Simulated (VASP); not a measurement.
# BaS (Fm-3m) in VASP: further runs

BaS is run at these levels: PBEsol, PBE, revPBE; tasks: single point.

Program: VASP 6.6.1. These are calculated values, not measurements. Logs are shortened: lines on timing, memory, paths and dates and some standing lists are left out, and cuts for length are marked.

## 1. The cell of the first run

It takes space group Fm-3m (No. 225, cubic). The conventional cell has a = 6.426 Å, b = 6.426 Å, c = 6.426 Å, α = 90.00°, β = 90.00°, γ = 90.00°. Within 4.2 Å of Ba (site symmetry m-3m) lie 6 S at 3.21 Å. Within 4.2 Å of S (site symmetry m-3m) lie 6 Ba at 3.21 Å.

## 2. Single point, PBEsol, non-collinear spin, zero start, spin-orbit coupling

INCAR reads:

```
SYSTEM = BaS
ALGO = Normal
EDIFF = 1E-7
ENCUT = 520
GGA = PS
GGA_COMPAT = .FALSE.
ISIF = 2
ISMEAR = 0
LASPH = .TRUE.
LCHARG = .FALSE.
LNONCOLLINEAR = .TRUE.
LORBIT = 11
LORBMOM = .TRUE.
LREAL = .FALSE.
LSORBIT = .TRUE.
LWAVE = .FALSE.
MAGMOM = 0 0 0 0 0 0
NBANDS = 28
NELM = 150
PREC = Accurate
SIGMA = 0.05
```

KPOINTS reads:

```
k-points
0
G
  6 6 6
  0 0 0
```

POSCAR reads:

```
BaS
1.0
    0.0000000000      3.2129006479      3.2129006479
    3.2129006479      0.0000000000      3.2129006479
    3.2129006479      3.2129006479      0.0000000000
Ba S
1 1
Direct
    0.5000000000      0.5000000000      0.5000000000
    0.0000000000      0.0000000000      0.0000000000
```

Potentials or basis: VASP PAW PBE potentials, release 64 (Ba_sv, S).

Launch:

```bash
cat potpaw_PBE.64/Ba_sv/POTCAR potpaw_PBE.64/S/POTCAR > POTCAR
mpirun -np 1 vasp_ncl > vasp.out
```

OUTCAR:

```text
SYSTEM = BaS
   EDIFF = 1E-7
   ENCUT = 520
   GGA = PS
   ISIF = 2
   ISMEAR = 0
   LASPH = .TRUE.
   LNONCOLLINEAR = .TRUE.
   LORBIT = 11
   LREAL = .FALSE.
   LSORBIT = .TRUE.
   NELM = 150
   PREC = Accurate

 ion  position               nearest neighbor table
   1  0.500  0.500  0.500-   2 3.21   2 3.21   2 3.21   2 3.21   2 3.21   2 3.21
   2  0.000  0.000  0.000-   1 3.21   1 3.21   1 3.21   1 3.21   1 3.21   1 3.21

  LATTYP: Found a face centered cubic cell.
 ALAT       =     6.4258012958

  Lattice vectors:

 A1 = (   0.0000000000,   3.2129006479,   3.2129006479)
 A2 = (   3.2129006479,   0.0000000000,   3.2129006479)
 A3 = (   3.2129006479,   3.2129006479,   0.0000000000)

Analysis of symmetry for initial positions (statically):
=====================================================================
 Subroutine PRICEL returns:
 Original cell was already a primitive cell.

 Routine SETGRP: Setting up the symmetry group for a
 face centered cubic supercell.

 Subroutine GETGRP returns: Found 48 space group operations
 (whereof 48 operations were pure point group operations)
 out of a pool of 48 trial point group operations.

The static configuration has the point symmetry O_h .

Analysis of symmetry for dynamics (positions and initial velocities):
=====================================================================
 Subroutine PRICEL returns:
 Original cell was already a primitive cell.

 Routine SETGRP: Setting up the symmetry group for a
 face centered cubic supercell.

 Subroutine GETGRP returns: Found 48 space group operations
 (whereof 48 operations were pure point group operations)
 out of a pool of 48 trial point group operations.

The dynamic configuration has the point symmetry O_h .

Analysis of structural, dynamic, and magnetic symmetry:
=====================================================================
 Subroutine PRICEL returns:
 Original cell was already a primitive cell.

 Routine SETGRP: Setting up the symmetry group for a
 face centered cubic supercell.

 Subroutine GETGRP returns: Found 48 space group operations
 (whereof 48 operations were pure point group operations)
 out of a pool of 48 trial point group operations.

The overall configuration has the point symmetry O_h .

 Subroutine INISYM returns: Found 48 space group operations
 (whereof 48 operations are pure point group operations),
 and found     1 'primitive' translations

----------------------------------------------------------------------------------------

                                     Primitive cell

  volume of cell :      66.3318

  direct lattice vectors                    reciprocal lattice vectors
     0.000000000  3.212900648  3.212900648    -0.155622615  0.155622615  0.155622615
     3.212900648  0.000000000  3.212900648     0.155622615 -0.155622615  0.155622615
     3.212900648  3.212900648  0.000000000     0.155622615  0.155622615 -0.155622615

  length of vectors
     4.543727671  4.543727671  4.543727671     0.269546276  0.269546276  0.269546276

  position of ions in fractional coordinates (direct lattice)
     0.500000000  0.500000000  0.500000000
     0.000000000  0.000000000  0.000000000

  ion indices of the primitive-cell ions
   primitive index   ion index
                 1           1
                 2           2

----------------------------------------------------------------------------------------

 KPOINTS: k-points

Automatic generation of k-mesh.
 Grid dimensions read from file:
 generate k-points for:    6    6    6

 Generating k-lattice:

  Cartesian coordinates                     Fractional coordinates (reciprocal lattice)
    -0.025937102  0.025937102  0.025937102     0.166666667  0.000000000  0.000000000
     0.025937102 -0.025937102  0.025937102     0.000000000  0.166666667  0.000000000
     0.025937102  0.025937102 -0.025937102     0.000000000  0.000000000  0.166666667

  Length of vectors
     0.044924379  0.044924379  0.044924379

  Shift w.r.t. Gamma in fractional coordinates (k-lattice)
     0.000000000  0.000000000  0.000000000

 Subroutine IBZKPT returns following result:
 ===========================================

 Found     16 irreducible k-points:

 Following reciprocal coordinates:
            Coordinates               Weight
  0.000000  0.000000  0.000000      1.000000
  0.166667  0.000000  0.000000      8.000000
  0.333333  0.000000  0.000000      8.000000
  0.500000  0.000000  0.000000      4.000000
  0.166667  0.166667  0.000000      6.000000
  0.333333  0.166667  0.000000     24.000000
[... 8 lines left out ...]
 -0.333333  0.333333  0.166667     24.000000
 -0.333333  0.500000  0.166667     12.000000
[... 26 lines left out ...]
   POTIM  = 0.5000    time-step for ionic-motion
   TEBEG  =    0.0;   TEEND  =   0.0 temperature during run
   PSTRESS=    0.0 pullay stress
   NELECT =      16.0000    total number of electrons
   NUPDOWN=      -1.0000    fix difference up-down
   EMIN   =  10.00;   EMAX   =-10.00  energy-range for DOS
   EFERMI =   0.00;   METHOD = LEGACY
   ISMEAR =     0;   SIGMA  =   0.05  broadening in eV -4-tet -1-fermi 0-gaus
   EFERMI_NEDOS =   21; number of points for ismear=-14 and -15
   IALGO  =     38    algorithm
   IMIX   =      4    mixing-type and parameters
     AMIX     =   0.40;   BMIX     =  1.00
     AMIX_MAG =   1.60;   BMIX_MAG =  1.00
  volume/ion in A,a.u.               =      33.17       223.81
  Fermi-wavevector in a.u.,A,eV,Ry     =   1.019078  1.925779 14.129929  1.038520
  Thomas-Fermi vector in A             =   2.152572
   LORBIT       =     11    0 simple, 1 ext, 2 COOP (PROOUT), +10 PAW based schemes
   GGA     = PS    functional components
   LHFCALC =     F    Hartree Fock is set to
   AEXX    =    0.0000 exact exchange contribution
   IVDW    =     0    specifies the selected vdW correction
   LEPSILON=     F    determine dielectric tensor
   LRPA    =     F    only Hartree local field effects (RPA)
 Gauss-broadening in eV      SIGMA  =   0.05
  energy-cutoff  :      520.00
  volume of cell :       66.33
 maximum number of plane-waves:      3640
 NGX is ok and might be reduce to    36
   NGX = 17   NGY = 17   NGZ = 17

 number of electron      16.0000002 magnetization      -0.0000000      0.0000000     -0.0000000

 number of electron      16.0000002 magnetization       0.0000000      0.0000000      0.0000000

 number of electron      16.0000002 magnetization      -0.0000000     -0.0000000     -0.0000000

 Free energy of the ion-electron system (eV)
  ---------------------------------------------------
  ext. energy  EPLUGINS =         0.00000000
  ---------------------------------------------------
  free energy    TOTEN  =       -10.90772774 eV

  energy without entropy =      -10.90772774  energy(sigma->0) =      -10.90772774

 E-fermi :   1.5813     XC(G=0):  -8.7497

 val. band max:        1.2977576813   @ k =   0.0000   0.0000   0.0000
 cond. band min:       3.2608796032   @ k =   0.5000   0.5000   0.0000
 fundamental gap:      1.9631219219
 Fermi energy:         1.5812773378

 k-point     1 :       0.0000    0.0000    0.0000
  band No.  band energies     occupation
      1     -24.8441      1.00000
      2     -24.8441      1.00000
      3     -11.2298      1.00000
      4     -11.2298      1.00000
      5      -9.2658      1.00000
      6      -9.2658      1.00000
[... 485 lines left out ...]
     27       9.3501      0.00000
     28       9.3501      0.00000

------------------------ aborting loop because EDIFF is reached ----------------------------------------

  FORCE on cell =-STRESS in cart. coord.  units (eV):
  Direction    XX          YY          ZZ          XY          YZ          ZX
  --------------------------------------------------------------------------------------
  -------------------------------------------------------------------------------------
  Total       -0.5361410     -0.5361410     -0.5361410      0.0000000      0.0000000     -0.0000000
  in kB      -12.9499382    -12.9499382    -12.9499382      0.0000000      0.0000000     -0.0000000
  external PRESSURE =     -12.9499382 kB  Pullay stress =       0.0000000 kB

 VOLUME and BASIS-vectors are now :
 -----------------------------------------------------------------------------
  energy-cutoff  :      520.00
  volume of cell :       66.33
      direct lattice vectors                 reciprocal lattice vectors
     0.000000000  3.212900648  3.212900648    -0.155622615  0.155622615  0.155622615
     3.212900648  0.000000000  3.212900648     0.155622615 -0.155622615  0.155622615
     3.212900648  3.212900648  0.000000000     0.155622615  0.155622615 -0.155622615

 POSITION                                       TOTAL-FORCE (eV/Angst)
 -----------------------------------------------------------------------------------
      3.21290      3.21290      3.21290         0.000000     -0.000000      0.000000
      0.00000      0.00000      0.00000        -0.000000      0.000000     -0.000000
 -----------------------------------------------------------------------------------
    total drift:                                0.000000      0.000000      0.000000

  FREE ENERGIE OF THE ION-ELECTRON SYSTEM (eV)
  ---------------------------------------------------
  free  energy   TOTEN  =       -10.9077277360 eV

  energy  without entropy=      -10.9077277360  energy(sigma->0) =      -10.90772774

 orbital moment (x)

 # of ion     p       d       tot
 ----------------------------------------
  1         0.000  -0.000  -0.000
  2         0.000   0.000   0.000
 ----------------------------------------
            0.000  -0.000  -0.000

 orbital moment (y)

 # of ion     p       d       tot
 ----------------------------------------
  1         0.000  -0.000  -0.000
  2         0.000   0.000   0.000
 ----------------------------------------
            0.000  -0.000  -0.000

 orbital moment (z)

 # of ion     p       d       tot
 ----------------------------------------
  1         0.000   0.000   0.000
  2         0.000   0.000   0.000
 ----------------------------------------
            0.000   0.000   0.000

 Spin-Orbit-Coupling matrix elements

 Ion:    1  E_soc:     -0.3911529
 l=   1
     0.0000000    -0.0649927    -0.0649927
    -0.0649927     0.0000000    -0.0649927
    -0.0649927    -0.0649927     0.0000000
 l=   2
     0.0000000    -0.0000136     0.0000000    -0.0000136    -0.0001859
    -0.0000136     0.0000000    -0.0001394    -0.0000136    -0.0000465
     0.0000000    -0.0001394     0.0000000    -0.0001394     0.0000000
    -0.0000136    -0.0000136    -0.0001394     0.0000000    -0.0000465
    -0.0001859    -0.0000465     0.0000000    -0.0000465     0.0000000
 l=   3
     0.0000000     0.0000000     0.0000000     0.0000000     0.0000000     0.0000000     0.0000000
     0.0000000     0.0000000     0.0000000     0.0000000     0.0000000     0.0000000     0.0000000
     0.0000000     0.0000000     0.0000000     0.0000000     0.0000000     0.0000000     0.0000000
     0.0000000     0.0000000     0.0000000     0.0000000     0.0000000     0.0000000     0.0000000
     0.0000000     0.0000000     0.0000000     0.0000000     0.0000000     0.0000000     0.0000000
     0.0000000     0.0000000     0.0000000     0.0000000     0.0000000     0.0000000     0.0000000
     0.0000000     0.0000000     0.0000000     0.0000000     0.0000000     0.0000000     0.0000000

 Ion:    2  E_soc:     -0.0024180
 l=   1
     0.0000000    -0.0004030    -0.0004030
    -0.0004030     0.0000000    -0.0004030
    -0.0004030    -0.0004030     0.0000000
 l=   2
     0.0000000     0.0000000     0.0000000     0.0000000     0.0000000
     0.0000000     0.0000000     0.0000000     0.0000000     0.0000000
     0.0000000     0.0000000     0.0000000     0.0000000     0.0000000
     0.0000000     0.0000000     0.0000000     0.0000000     0.0000000
     0.0000000     0.0000000     0.0000000     0.0000000     0.0000000
 l=   3
     0.0000000     0.0000000     0.0000000     0.0000000     0.0000000     0.0000000     0.0000000
     0.0000000     0.0000000     0.0000000     0.0000000     0.0000000     0.0000000     0.0000000
     0.0000000     0.0000000     0.0000000     0.0000000     0.0000000     0.0000000     0.0000000
     0.0000000     0.0000000     0.0000000     0.0000000     0.0000000     0.0000000     0.0000000
     0.0000000     0.0000000     0.0000000     0.0000000     0.0000000     0.0000000     0.0000000
     0.0000000     0.0000000     0.0000000     0.0000000     0.0000000     0.0000000     0.0000000
     0.0000000     0.0000000     0.0000000     0.0000000     0.0000000     0.0000000     0.0000000

 total charge

# of ion       s       p       d       tot
------------------------------------------
    1        2.006   5.602   0.273   7.881
    2        1.316   2.395   0.000   3.712
--------------------------------------------------
tot          3.322   7.998   0.273  11.593

 magnetization (x)

# of ion       s       p       d       tot
------------------------------------------
    1        0.000  -0.000  -0.000  -0.000
    2       -0.000   0.000   0.000  -0.000
--------------------------------------------------
tot         -0.000  -0.000  -0.000  -0.000

 magnetization (y)

# of ion       s       p       d       tot
------------------------------------------
    1        0.000  -0.000   0.000   0.000
    2       -0.000   0.000   0.000  -0.000
--------------------------------------------------
tot         -0.000  -0.000   0.000   0.000

 magnetization (z)

# of ion       s       p       d       tot
------------------------------------------
    1        0.000  -0.000  -0.000  -0.000
    2       -0.000   0.000   0.000   0.000
--------------------------------------------------
tot          0.000   0.000  -0.000   0.000
```

It took 74 s on 1 thread of Intel Xeon Platinum 8488C (Sapphire Rapids), shared host; peak memory 0.39 GiB.

What came out:

```
Free energy                                           : -10.9077 eV
Pressure                                              : -1.3 GPa
Net moment                                            : 0.00 μB per cell
Valence electrons inside the program's atomic spheres : Ba 7.88; S 3.71
```

Moments on the atoms (μB; x, y, z):
```
Ba  0.00 0.00 0.00
S   0.00 0.00 0.00
```

Caveat: the PAW data sets were made with another functional, which shifts forces and pressure a little.

[end of part 1 of 2]
